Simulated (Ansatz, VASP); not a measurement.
**Two plane-wave programs on W**

```
W
1.0
     2.93026   -0.00130   -0.11480
    -1.46625    2.53963    0.00000
     1.37641    0.79467    2.13465
W
1
Direct
  0.00000 0.00000 0.00000
```

Change from the starting cell: band edges of the strained film's bulk.

Alike in both runs: task single point; functional PBE; k mesh 12 × 12 × 15; occupations gaussian, width 0.1 eV; no spin polarisation.

```csv
,VASP,Ansatz
version,VASP 6.6.1,Ansatz 0.2.0
potentials or method,"VASP PAW PBE potentials, release 64 (W_sv), cutoff 520 eV","scalar-relativistic, plane waves, PAW"
valence electrons in the cell,14,14
```

VASP gave:

```
gap on the k mesh at the Fermi level (eV)                     : none
pressure (GPa)                                                : 2.1
traceless stress, the component that is largest in VASP (GPa) : 2.34
```

Q: Which values does Ansatz return?

A: gap on the k mesh at the Fermi level (eV): none; pressure (GPa): 1.6; traceless stress, the component that is largest in VASP (GPa): 2.29.

A gap of «none» marks a metal or a gap that the smearing closes. The functional is the same, so the differences come from potentials, cutoffs and numerics.

Spin-orbit coupling is off throughout.
